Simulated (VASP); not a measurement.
# BaTiO3 (P1) in VASP: notebook

BaTiO3 is run at these levels: PBE; tasks: single point.

Program: VASP 6.6.1. These are calculated values, not measurements. Logs are shortened: lines on timing, memory, paths and dates and some standing lists are left out, and cuts for length are marked.

## 1. The cell of the first run

The typed cell holds 5 atoms: a = 4.031 Å, b = 4.031 Å, c = 4.031 Å, α = 89.85°, β = 89.85°, γ = 89.85°.

## 2. Single point, PBE (13.10 Å³/atom)

File INCAR:

```
ALGO = Normal
EDIFF = 1E-6
ENCUT = 520
GGA = PE
ISIF = 2
ISMEAR = -1
LASPH = T
LCHARG = T
LELF = T
LREAL = F
LVHAR = T
LWAVE = F
NBANDS = 28
NELM = 60
PREC = Accurate
SIGMA = 0.05
```

File KPOINTS:

```
k-points
0
Gamma
  7 7 7
```

File POSCAR:

```
BaTiO3
1.0
    2.8463949850      1.6433669074      2.3330812733
   -2.8463949850      1.6433669074      2.3330812733
    0.0000000000     -3.2867338148      2.3330812733
Ba Ti O
1 1 3
Direct
    0.0334731600      0.9884685300      0.0018377600
    0.5061032600      0.5274847800      0.5372321600
    0.4862471500      0.4971470800      0.9711514600
    0.4740898700      0.9864150100      0.4720123700
    0.9787865600      0.4791845900      0.4964662400
```

Potentials or basis: VASP PAW PBE potentials, release 64 (Ba_sv, Ti_sv, O).

Started as:

```bash
> cat potpaw_PBE.64/Ba_sv/POTCAR potpaw_PBE.64/Ti_sv/POTCAR potpaw_PBE.64/O/POTCAR > POTCAR
> mpirun -np 1 vasp_std > vasp.out
```

OUTCAR:

```text
EDIFF = 1E-6
   ENCUT = 520
   GGA = PE
   ISIF = 2
   ISMEAR = -1
   LASPH = T
   LREAL = F
   NELM = 60
   PREC = Accurate

 ion  position               nearest neighbor table
   1  0.033  0.988  0.002-   4 2.60   3 2.69   3 2.75   4 2.77   5 2.82   5 2.84   5 2.87   5 2.90
                             4 2.94   3 2.97   3 3.01   4 3.11   2 3.25   2 3.40   2 3.42   2 3.44
   2  0.506  0.527  0.537-   3 1.75   4 1.87   5 1.92   5 2.14   4 2.20   3 2.29   1 3.25   1 3.40
                             1 3.42   1 3.44   1 3.55   1 3.57   1 3.62   1 3.72
   3  0.486  0.497  0.971-   2 1.75   2 2.29   1 2.69   1 2.75   1 2.97   1 3.01
   4  0.474  0.986  0.472-   2 1.87   2 2.20   1 2.60   1 2.77   1 2.94   1 3.11
   5  0.979  0.479  0.496-   2 1.92   2 2.14   1 2.82   1 2.84   1 2.87   1 2.90

  LATTYP: Found a trigonal (rhomboedric) cell.
 ALAT       =     4.0306187404
 COS(alpha) =     0.0025827219

  Lattice vectors:

 A1 = (   2.8463949850,   1.6433669074,   2.3330812733)
 A2 = (  -2.8463949850,   1.6433669074,   2.3330812733)
 A3 = (   0.0000000000,  -3.2867338148,   2.3330812733)

Analysis of symmetry for initial positions (statically):
=====================================================================
 Subroutine PRICEL returns:
 Original cell was already a primitive cell.

 Routine SETGRP: Setting up the symmetry group for a
 trigonal (rhombohedral) supercell.

 Subroutine GETGRP returns: Found  1 space group operations
 (whereof  1 operations were pure point group operations)
 out of a pool of 12 trial point group operations.

The static configuration has the point symmetry C_1 .

Analysis of symmetry for dynamics (positions and initial velocities):
=====================================================================
 Subroutine PRICEL returns:
 Original cell was already a primitive cell.

 Routine SETGRP: Setting up the symmetry group for a
 trigonal (rhombohedral) supercell.

 Subroutine GETGRP returns: Found  1 space group operations
 (whereof  1 operations were pure point group operations)
 out of a pool of 12 trial point group operations.

The dynamic configuration has the point symmetry C_1 .

 Subroutine INISYM returns: Found  1 space group operations
 (whereof  1 operations are pure point group operations),
 and found     1 'primitive' translations

[... 99 lines left out ...]
   NELM   =     60;   NELMIN=  2; NELMDL= -5     # of ELM steps
   EDIFF  = 0.1E-05   stopping-criterion for ELM
   LREAL  =      F    real-space projection
   EDIFFG = 0.1E-04   stopping-criterion for IOM
   NSW    =      0    number of steps for IOM
   IBRION =     -1    ionic relax: 0-MD 1-quasi-New 2-CG
   NFREE  =      0    steps in history (QN), initial steepest desc. (CG)
   ISIF   =      2    stress and relaxation
   ISYM   =      2    0-nonsym 1-usesym 2-fastsym
   POTIM  = 0.5000    time-step for ionic-motion
   TEBEG  =    0.0;   TEEND  =   0.0 temperature during run
   PSTRESS=    0.0 pullay stress
   NELECT =      40.0000    total number of electrons
   NUPDOWN=      -1.0000    fix difference up-down
   EMIN   =  10.00;   EMAX   =-10.00  energy-range for DOS
   EFERMI =   0.00;   METHOD = LEGACY
   ISMEAR =    -1;   SIGMA  =   0.05  broadening in eV -4-tet -1-fermi 0-gaus
   EFERMI_NEDOS =   21; number of points for ismear=-14 and -15
   IALGO  =     38    algorithm
   IMIX   =      4    mixing-type and parameters
     AMIX     =   0.40;   BMIX     =  1.00
     AMIX_MAG =   1.60;   BMIX_MAG =  1.00
  volume/ion in A,a.u.               =      13.10        88.38
  Fermi-wavevector in a.u.,A,eV,Ry     =   1.389071  2.624964 26.252703  1.929519
  Thomas-Fermi vector in A             =   2.513137
   LORBIT       =      0    0 simple, 1 ext, 2 COOP (PROOUT), +10 PAW based schemes
   GGA     = PE    functional components
   LHFCALC =     F    Hartree Fock is set to
   AEXX    =    0.0000 exact exchange contribution
   IVDW    =     0    specifies the selected vdW correction
   LEPSILON=     F    determine dielectric tensor
   LRPA    =     F    only Hartree local field effects (RPA)
 non-spin polarized calculation
  energy-cutoff  :      520.00
  volume of cell :       65.48
 maximum number of plane-waves:      1791
 NGX is ok and might be reduce to    30
   NGX = 15   NGY = 15   NGZ = 15

 number of electron      39.9999999 magnetization

 Free energy of the ion-electron system (eV)
  ---------------------------------------------------
  ext. energy  EPLUGINS =         0.00000000
  ---------------------------------------------------
  free energy    TOTEN  =       -39.80107975 eV

  energy without entropy =      -39.80107975  energy(sigma->0) =      -39.80107975

 E-fermi :   4.6767     XC(G=0): -11.1056

 val. band max:        3.5821416386   @ k =  -0.4286   0.4286  -0.2857
 cond. band min:       6.2747408158   @ k =   0.0000   0.0000   0.0000
 fundamental gap:      2.6925991773
 Fermi energy:         4.6766762370

 k-point     1 :       0.0000    0.0000    0.0000
  band No.  band energies     occupation
      1     -52.5405      2.00000
      2     -28.9400      2.00000
      3     -28.7941      2.00000
      4     -28.7598      2.00000
      5     -21.2429      2.00000
      6     -13.2388      2.00000
[... 733 lines left out ...]
     27      11.2721      0.00000
     28      12.1056      0.00000

 [... further k-points ...]

------------------------ aborting loop because EDIFF is reached ----------------------------------------

  FORCE on cell =-STRESS in cart. coord.  units (eV):
  Direction    XX          YY          ZZ          XY          YZ          ZX
  --------------------------------------------------------------------------------------
  -------------------------------------------------------------------------------------
  Total        2.2321345      3.8526437      3.2577751      0.0662198     -1.7853249     -0.1197770
  in kB       54.6160283     94.2667668     79.7114766      1.6202708    -43.6834600     -2.9307113
  external PRESSURE =      76.1980906 kB  Pullay stress =       0.0000000 kB

 VOLUME and BASIS-vectors are now :
 -----------------------------------------------------------------------------
  energy-cutoff  :      520.00
  volume of cell :       65.48
      direct lattice vectors                 reciprocal lattice vectors
     2.846394985  1.643366907  2.333081273     0.175660793  0.101417806  0.142872577
    -2.846394985  1.643366907  2.333081273    -0.175660793  0.101417806  0.142872577
     0.000000000 -3.286733815  2.333081273     0.000000000 -0.202835613  0.142872577

 POSITION                                       TOTAL-FORCE (eV/Angst)
 -----------------------------------------------------------------------------------
     -2.71829      1.67338      2.38856        -1.189002     -0.380606     -0.222245
     -0.06086     -0.06717      3.66485         0.872006      1.385655     -1.191986
     -0.03103     -1.57584      4.56011         0.125617     -0.967946      0.744481
     -1.45828      0.84877      4.50872         0.410885     -0.270646      0.507756
      1.42206      0.76423      4.55986        -0.219507      0.233544      0.161994
 -----------------------------------------------------------------------------------
    total drift:                               -0.000071      0.000066     -0.000406

  FREE ENERGIE OF THE ION-ELECTRON SYSTEM (eV)
  ---------------------------------------------------
  free  energy   TOTEN  =       -39.8010797532 eV

  energy  without entropy=      -39.8010797531  energy(sigma->0) =      -39.80107975
```

OSZICAR:

```text
N       E                     dE             d eps       ncg     rms          rms(c)
DAV:   1     0.439270484371E+03    0.43927E+03   -0.20735E+04  9632   0.154E+03
DAV:   2    -0.208799769685E+01   -0.44136E+03   -0.41960E+03 10992   0.428E+02
DAV:   3    -0.478181228566E+02   -0.45730E+02   -0.45304E+02 13284   0.136E+02
DAV:   4    -0.500848492959E+02   -0.22667E+01   -0.22616E+01 14772   0.261E+01
DAV:   5    -0.501460375313E+02   -0.61188E-01   -0.61179E-01 12972   0.346E+00    0.247E+01
DAV:   6    -0.400453529241E+02    0.10101E+02   -0.54802E+01 14744   0.703E+01    0.106E+01
DAV:   7    -0.399966716580E+02    0.48681E-01   -0.12624E+01 13168   0.272E+01    0.787E+00
DAV:   8    -0.397917215948E+02    0.20495E+00   -0.63627E-01 11864   0.793E+00    0.390E+00
DAV:   9    -0.398279498930E+02   -0.36228E-01   -0.37526E-01 14488   0.551E+00    0.163E+00
DAV:  10    -0.398038454321E+02    0.24104E-01   -0.14359E-01 11732   0.397E+00    0.507E-01
DAV:  11    -0.398011619944E+02    0.26834E-02   -0.12420E-02 13756   0.763E-01    0.112E-01
DAV:  12    -0.398010716146E+02    0.90380E-04   -0.80710E-04 10828   0.195E-01    0.413E-02
DAV:  13    -0.398010778930E+02   -0.62784E-05   -0.10234E-04 13344   0.885E-02    0.217E-02
DAV:  14    -0.398010806030E+02   -0.27100E-05   -0.36587E-05 14164   0.452E-02    0.108E-02
DAV:  15    -0.398010801972E+02    0.40589E-06   -0.15160E-05 13800   0.322E-02    0.713E-03
DAV:  16    -0.398010797532E+02    0.44398E-06   -0.26132E-06  8016   0.169E-02
   1 F= -.39801080E+02 E0= -.39801080E+02  d E =-.502046E-10
```

Run time: 5 min. Hardware: 1 thread of Oxide Virtual Turin-like, shared host; peak memory 0.37 GiB.

What came out:

* Free energy: -39.8011 eV
* Pressure: 7.6 GPa
* Largest force: 2.025 eV/Å
* Band gap on the k mesh: 2.69 eV (least direct gap 3.25 eV)

Forces in eV/Å, atoms in the order of the input:
```
Ba  -1.189 -0.381 -0.222
Ti   0.872  1.386 -1.192
O    0.126 -0.968  0.744
O    0.411 -0.271  0.508
O   -0.220  0.234  0.162
```

Levels at points of the mesh, in eV from the valence-band top:
```csv
k point,band 17,band 18,band 19,band 20,band 21,band 22,band 23,band 24
"(0.00, 0.00, 0.00)",-1.15,-0.72,-0.62,-0.56,2.69,2.95,3.26,4.67
```

Caveat: the cell stands under pressure; spin-orbit coupling is left out, which moves the levels of the heavy elements; forces of over 1 eV/Å act on the atoms, so gaps and moduli don't describe the material at rest. A k mesh can miss the band edges.

## 3. Single point, PBE (13.35 Å³/atom)

This run uses another cell than the first one, of 13.35 Å³/atom.

File INCAR:

```
PREC = Accurate ; ENCUT = 520
EDIFF = 1E-7 ; ISMEAR = -1
SIGMA = 0.05 ; LREAL = F
LASPH = T ; NELM = 60
ALGO = Normal ; ISIF = 2
LWAVE = F ; LCHARG = T
GGA = PE ; LELF = T
LVHAR = T ; NBANDS = 28
```

File KPOINTS:

```
Automatic mesh
0
Gamma
  7 7 7
```

POSCAR: that of step 2 with these lines changed.

```diff
@@ -2,5 +2,5 @@
 1.0
-    2.8463949850      1.6433669074      2.3330812733
-   -2.8463949850      1.6433669074      2.3330812733
-    0.0000000000     -3.2867338148      2.3330812733
+    2.8648785872      1.6540384201      2.3482315762
+   -2.8648785872      1.6540384201      2.3482315762
+    0.0000000000     -3.3080768402      2.3482315762
 Ba Ti O
```

Potentials or basis: VASP PAW PBE potentials, release 64 (Ba_sv, Ti_sv, O).

Started as:

```bash
> cat potpaw_PBE.64/Ba_sv/POTCAR potpaw_PBE.64/Ti_sv/POTCAR potpaw_PBE.64/O/POTCAR > POTCAR
> mpirun -np 1 vasp_std > vasp.out
```

It took 4.1 min on 1 thread of Oxide Virtual Turin-like, shared host; peak memory 0.38 GiB.

Results (log left out):

| Item | Value |
| --- | --- |
| Free energy | -39.8499 eV |
| Pressure | 4.2 GPa |
| Largest force | 1.755 eV/Å |
| Band gap on the k mesh | 2.64 eV (least direct gap 3.20 eV) |

Forces in eV/Å, atoms in the order of the input:
```
Ba  -1.106 -0.358 -0.177
Ti   0.817  1.245 -0.929
O    0.091 -0.707  0.579
O    0.506 -0.357  0.403
O   -0.307  0.177  0.125
```

Stress tensor (GPa, compression positive):
```
 2.14  0.23 -0.32
 0.23  5.76 -4.05
-0.32 -4.05  4.85
```

Levels at points of the mesh, in eV from the valence-band top:
| k point | band 17 | band 18 | band 19 | band 20 | band 21 | band 22 | band 23 | band 24 |
| --- | --- | --- | --- | --- | --- | --- | --- | --- |
| (0.00, 0.00, 0.00) | -1.12 | -0.72 | -0.63 | -0.56 | 2.64 | 2.88 | 3.18 | 4.53 |

Caveat: the cell stands under pressure; spin-orbit coupling is left out, which moves the levels of the heavy elements; forces of over 1 eV/Å act on the atoms, so gaps and moduli don't describe the material at rest. A k mesh can miss the band edges.
